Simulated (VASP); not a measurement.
# ZnO (P6_3mc) in VASP: single point with PBE+D4

Aim: the single point of ZnO with PBE+D4.

Program: VASP 6.6.1. These are calculated values, not measurements. Logs are shortened: lines on timing, memory, paths and dates and some standing lists are left out, and cuts for length are marked.

**The experiment to reproduce.**

From “Electronic structure of alkaline earth and post-transition metal oxides”, 2009, arxiv:0908.1581, for a bulk crystal of ZnO: band gap 3.37 eV.

The runs below are set against these values where they give the same quantity.

### 1 The cell of the first run

Symmetry: P6_3mc, No. 186, hexagonal system. The conventional cell has a = 3.252 Å, b = 3.252 Å, c = 5.250 Å, α = 90.00°, β = 90.00°, γ = 120.00°. Within 2.6 Å of Zn (site symmetry 3m) lie 4 O at 1.98 to 1.99 Å. Within 2.6 Å of O (site symmetry 3m) lie 4 Zn at 1.98 to 1.99 Å.

### 2 Single point, PBE+D4

Input file INCAR:

```
SYSTEM = ZnO
PREC = Accurate
ENCUT = 1340
EDIFF = 1E-6
ISMEAR = 0
SIGMA = 0.01
LREAL = .False.
LASPH = .True.
NELM = 120
ALGO = Normal
ISIF = 2
LWAVE = .False.
LCHARG = .False.
GGA = PE
IVDW = 13
NBANDS = 26
GGA_COMPAT = .False.
```

Input file KPOINTS:

```
regular mesh
0
Gamma
  6 6 4
  0 0 0
```

Input file POSCAR:

```
ZnO
1.0
    3.2523304225      0.0000000000      0.0000000000
   -1.6261652112      2.8166007673      0.0000000000
    0.0000000000      0.0000000000      5.2503605496
Zn O
2 2
Direct
    0.3333333333      0.6666666667      0.5000214129
    0.6666666667      0.3333333333      0.0000214129
    0.6666666667      0.3333333333      0.3789885871
    0.3333333333      0.6666666667      0.8789885871
```

Potentials or basis: VASP PAW PBE potentials, release 64 (Zn, O_h).

The run is started by

```console
$ cat potpaw_PBE.64/Zn/POTCAR potpaw_PBE.64/O_h/POTCAR > POTCAR
$ mpirun -np 1 vasp_std > vasp.out
```

OUTCAR:

```text
SYSTEM = ZnO
   PREC = Accurate
   ENCUT = 1340
   EDIFF = 1E-6
   ISMEAR = 0
   LREAL = .False.
   LASPH = .True.
   NELM = 120
   ISIF = 2
   GGA = PE
   IVDW = 13

 ion  position               nearest neighbor table
   1  0.333  0.667  0.500-   3 1.98   3 1.98   3 1.98   4 1.99
   2  0.667  0.333  0.000-   4 1.98   4 1.98   4 1.98   3 1.99
   3  0.667  0.333  0.379-   1 1.98   1 1.98   1 1.98   2 1.99
   4  0.333  0.667  0.879-   2 1.98   2 1.98   2 1.98   1 1.99

  LATTYP: Found a hexagonal cell.
 ALAT       =     3.2523304225
 C/A-ratio  =     1.6143379877

  Lattice vectors:

 A1 = (   3.2523304225,   0.0000000000,   0.0000000000)
 A2 = (  -1.6261652112,   2.8166007673,   0.0000000000)
 A3 = (   0.0000000000,   0.0000000000,   5.2503605496)

Analysis of symmetry for initial positions (statically):
=====================================================================
 Subroutine PRICEL returns:
 Original cell was already a primitive cell.

 Routine SETGRP: Setting up the symmetry group for a
 hexagonal supercell.

 Subroutine GETGRP returns: Found 12 space group operations
 (whereof  6 operations were pure point group operations)
 out of a pool of 24 trial point group operations.

The static configuration has the point symmetry C_3v.
 The point group associated with its full space group is C_6v.

Analysis of symmetry for dynamics (positions and initial velocities):
=====================================================================
 Subroutine PRICEL returns:
 Original cell was already a primitive cell.

 Routine SETGRP: Setting up the symmetry group for a
 hexagonal supercell.

 Subroutine GETGRP returns: Found 12 space group operations
 (whereof  6 operations were pure point group operations)
 out of a pool of 24 trial point group operations.

The dynamic configuration has the point symmetry C_3v.
 The point group associated with its full space group is C_6v.

 Subroutine INISYM returns: Found 12 space group operations
 (whereof  6 operations are pure point group operations),
 and found     1 'primitive' translations

----------------------------------------------------------------------------------------

                                     Primitive cell

  volume of cell :      48.0960

  direct lattice vectors                    reciprocal lattice vectors
     3.252330423  0.000000000  0.000000000     0.307471834  0.177518946  0.000000000
    -1.626165211  2.816600767  0.000000000     0.000000000  0.355037892  0.000000000
     0.000000000  0.000000000  5.250360550     0.000000000  0.000000000  0.190463110

  length of vectors
     3.252330423  3.252330422  5.250360550     0.355037892  0.355037892  0.190463110

  position of ions in fractional coordinates (direct lattice)
     0.333333333  0.666666667  0.500021413
     0.666666667  0.333333333  0.000021413
     0.666666667  0.333333333  0.378988587
     0.333333333  0.666666667  0.878988587

  ion indices of the primitive-cell ions
   primitive index   ion index
                 1           1
                 2           2
                 3           3
                 4           4

----------------------------------------------------------------------------------------

 KPOINTS: regular mesh

Automatic generation of k-mesh.
 Grid dimensions read from file:
 generate k-points for:    6    6    4

 Generating k-lattice:

  Cartesian coordinates                     Fractional coordinates (reciprocal lattice)
     0.051245306  0.029586491  0.000000000     0.166666667 -0.000000000  0.000000000
     0.000000000  0.059172982  0.000000000     0.000000000  0.166666667  0.000000000
     0.000000000  0.000000000  0.047615778     0.000000000  0.000000000  0.250000000

  Length of vectors
     0.059172982  0.059172982  0.047615778

  Shift w.r.t. Gamma in fractional coordinates (k-lattice)
     0.000000000  0.000000000  0.000000000

 Subroutine IBZKPT returns following result:
 ===========================================

 Found     21 irreducible k-points:

 Following reciprocal coordinates:
            Coordinates               Weight
  0.000000  0.000000  0.000000      1.000000
  0.166667  0.000000  0.000000      6.000000
  0.333333  0.000000  0.000000      6.000000
  0.500000  0.000000  0.000000      3.000000
  0.166667  0.166667  0.000000      6.000000
  0.333333  0.166667  0.000000     12.000000
[... 13 lines left out ...]
  0.333333  0.166667  0.500000     12.000000
  0.333333  0.333333  0.500000      2.000000
   k-points           NKPTS =     21   k-points in BZ     NKDIM =     21   number of bands    NBANDS=     26
   number of dos      NEDOS =    301   number of ions     NIONS =      4
   total plane-waves  NPLWV = 102400
   dimension x,y,z NGX =    40 NGY =   40 NGZ =   64
   dimension x,y,z NGXF=    80 NGYF=   80 NGZF=  128
   ions per type =               2   2
   NGX,Y,Z   is equivalent  to a cutoff of  20.45, 20.45, 20.26 a.u.
   NGXF,Y,Z  is equivalent  to a cutoff of  40.89, 40.89, 40.53 a.u.
 SYSTEM =  ZnO
   PREC   = accura    normal or accurate (medium, high low for compatibility)
   ISTART =      0    job   : 0-new  1-cont  2-samecut
   ICHARG =      2    charge: 1-file 2-atom 10-const
   ISPIN  =      1    spin polarized calculation?
   LNONCOLLINEAR =      F non collinear calculations
   LSORBIT =      F    spin-orbit coupling
   LASPH  =      T    aspherical Exc in radial PAW
   ENCUT  = 1340.0 eV  98.49 Ry    9.92 a.u.   9.71  9.71 15.67*2*pi/ulx,y,z
   NELM   =    120;   NELMIN=  2; NELMDL= -5     # of ELM steps
   EDIFF  = 0.1E-05   stopping-criterion for ELM
   LREAL  =      F    real-space projection
   EDIFFG = 0.1E-04   stopping-criterion for IOM
   NSW    =      0    number of steps for IOM
   IBRION =     -1    ionic relax: 0-MD 1-quasi-New 2-CG
   NFREE  =      0    steps in history (QN), initial steepest desc. (CG)
   ISIF   =      2    stress and relaxation
   ISYM   =      2    0-nonsym 1-usesym 2-fastsym
   POTIM  = 0.5000    time-step for ionic-motion
   TEBEG  =    0.0;   TEEND  =   0.0 temperature during run
   PSTRESS=    0.0 pullay stress
   NELECT =      36.0000    total number of electrons
   NUPDOWN=      -1.0000    fix difference up-down
   EMIN   =  10.00;   EMAX   =-10.00  energy-range for DOS
   EFERMI =   0.00;   METHOD = LEGACY
   ISMEAR =     0;   SIGMA  =   0.01  broadening in eV -4-tet -1-fermi 0-gaus
   EFERMI_NEDOS =   21; number of points for ismear=-14 and -15
   IALGO  =     38    algorithm
   IMIX   =      4    mixing-type and parameters
     AMIX     =   0.40;   BMIX     =  1.00
     AMIX_MAG =   1.60;   BMIX_MAG =  1.00
  volume/ion in A,a.u.               =      12.02        81.14
  Fermi-wavevector in a.u.,A,eV,Ry     =   1.486412  2.808912 30.061007  2.209422
  Thomas-Fermi vector in A             =   2.599702
   LORBIT       =      0    0 simple, 1 ext, 2 COOP (PROOUT), +10 PAW based schemes
   GGA     = PE    functional components
   LHFCALC =     F    Hartree Fock is set to
   AEXX    =    0.0000 exact exchange contribution
   IVDW    =    13    specifies the selected vdW correction
   LEPSILON=     F    determine dielectric tensor
   LRPA    =     F    only Hartree local field effects (RPA)
 non-spin polarized calculation
 Gauss-broadening in eV      SIGMA  =   0.01
  energy-cutoff  :     1340.00
  volume of cell :       48.10
 maximum number of plane-waves:      5384
 NGX is ok and might be reduce to    40
   NGX = 19   NGY = 19   NGZ = 31

 number of electron      36.0000002 magnetization

 Free energy of the ion-electron system (eV)
  ---------------------------------------------------
  ext. energy  EPLUGINS =         0.00000000
  ---------------------------------------------------
  free energy    TOTEN  =       -17.85264028 eV

  energy without entropy =      -17.85264028  energy(sigma->0) =      -17.85264028

 E-fermi :   1.5135     XC(G=0): -10.8587

 val. band max:        1.4338369173   @ k =   0.0000   0.0000   0.0000
 cond. band min:       2.1992760584   @ k =   0.0000   0.0000   0.0000
 fundamental gap:      0.7654391411
 Fermi energy:         1.5135169677

 k-point     1 :       0.0000    0.0000    0.0000
  band No.  band energies     occupation
      1     -16.5762      2.00000
      2     -15.8727      2.00000
      3      -4.2156      2.00000
      4      -4.2156      2.00000
      5      -4.1748      2.00000
      6      -4.1365      2.00000
[... 18 lines left out ...]
     25      15.5376      0.00000
     26      15.5376      0.00000

 k-point     2 :       0.1667    0.0000    0.0000
  band No.  band energies     occupation
      1     -16.4324      2.00000
      2     -15.8106      2.00000
      3      -4.3622      2.00000
      4      -4.1355      2.00000
      5      -4.1130      2.00000
      6      -4.0364      2.00000
[... 18 lines left out ...]
     25      15.4221      0.00000
     26      15.7143      0.00000

 k-point     3 :       0.3333    0.0000    0.0000
  band No.  band energies     occupation
      1     -16.1094      2.00000
      2     -15.7065      2.00000
      3      -4.5110      2.00000
      4      -4.1633      2.00000
      5      -4.0068      2.00000
      6      -3.8082      2.00000
[... 18 lines left out ...]
     25      14.7910      0.00000
     26      15.4670      0.00000

 k-point     4 :       0.5000    0.0000    0.0000
  band No.  band energies     occupation
      1     -15.9048      2.00000
      2     -15.6892      2.00000
      3      -4.4363      2.00000
      4      -4.2369      2.00000
      5      -3.9650      2.00000
      6      -3.5773      2.00000
[... 18 lines left out ...]
     25      14.5783      0.00000
     26      15.6092      0.00000
[... 409 lines left out ...]
      1     -15.9612      2.00000
      2     -15.9612      2.00000
      3      -4.5354      2.00000
      4      -4.5354      2.00000
      5      -3.9959      2.00000
      6      -3.9959      2.00000
[... 18 lines left out ...]
     25      14.8396      0.00000
     26      14.8396      0.00000

 k-point    20 :       0.3333    0.1667    0.5000
  band No.  band energies     occupation
      1     -15.7907      2.00000
      2     -15.7907      2.00000
      3      -4.4725      2.00000
      4      -4.4725      2.00000
      5      -3.8674      2.00000
      6      -3.8674      2.00000
[... 18 lines left out ...]
     25      15.5828      0.00000
     26      15.5828      0.00000

 k-point    21 :       0.3333    0.3333    0.5000
  band No.  band energies     occupation
      1     -15.7346      2.00000
      2     -15.7346      2.00000
      3      -4.2279      2.00000
      4      -4.2279      2.00000
      5      -4.0074      2.00000
      6      -4.0074      2.00000
[... 18 lines left out ...]
     25      17.0737      0.00000
     26      17.0738      0.00000

------------------------ aborting loop because EDIFF is reached ----------------------------------------

  DFT-D4 for vdW energy calculation

  Edisp (eV):   -0.94383

  FORCE on cell =-STRESS in cart. coord.  units (eV):
  Direction    XX          YY          ZZ          XY          YZ          ZX
  --------------------------------------------------------------------------------------
  -------------------------------------------------------------------------------------
  Total       0.25215     0.25215     0.25242     0.00000     0.00000     0.00000
  in kB       8.39964     8.39964     8.40860     0.00000     0.00000     0.00000
  external pressure =        8.40 kB  Pullay stress =        0.00 kB

 VOLUME and BASIS-vectors are now :
 -----------------------------------------------------------------------------
  energy-cutoff  :     1340.00
  volume of cell :       48.10
      direct lattice vectors                 reciprocal lattice vectors
     3.252330423  0.000000000  0.000000000     0.307471834  0.177518946  0.000000000
    -1.626165211  2.816600767  0.000000000     0.000000000  0.355037892  0.000000000
     0.000000000  0.000000000  5.250360550     0.000000000  0.000000000  0.190463110

 POSITION                                       TOTAL-FORCE (eV/Angst)
 -----------------------------------------------------------------------------------
     -0.00000      1.87773      2.62529        -0.000000      0.000000      0.001502
      1.62617      0.93887      0.00011        -0.000000      0.000000      0.001502
      1.62617      0.93887      1.98983        -0.000000     -0.000000     -0.001502
     -0.00000      1.87773      4.61501         0.000000      0.000000     -0.001502
 -----------------------------------------------------------------------------------
    total drift:                                0.000000     -0.000000     -0.000019

  FREE ENERGIE OF THE ION-ELECTRON SYSTEM (eV)
  ---------------------------------------------------
  free  energy   TOTEN  =       -18.7964683391 eV

  energy  without entropy=      -18.7964683391  energy(sigma->0) =      -18.79646834
```

Run time: 2.3 min. Hardware: 1 thread of Intel Xeon Platinum 8259CL at 2.50GHz (Skylake/Cascade Lake), shared host; peak memory 0.35 GiB.

What came out:

* Free energy: -18.7965 eV
* Pressure: 0.8 GPa
* Band gap on the k mesh: 0.77 eV
* Dispersion energy per atom: -0.236 eV

Caveat: semilocal functionals underestimate gaps, and a narrow one can read as zero.

### 3 Against experiment

Step 2. Against the measured gap of ZnO, 3.37 eV (quoted in “Electronic structure of alkaline earth and post-transition metal oxides”, 2009, arxiv:0908.1581), the calculated 0.77 eV is off by -2.60 eV. So large a miss can be the level of theory's own, or it may mean another phase, state or a wrong row. The value is that of PBE+D4, without temperature or zero-point motion. Semilocal functionals fall short of measured gaps as a rule.
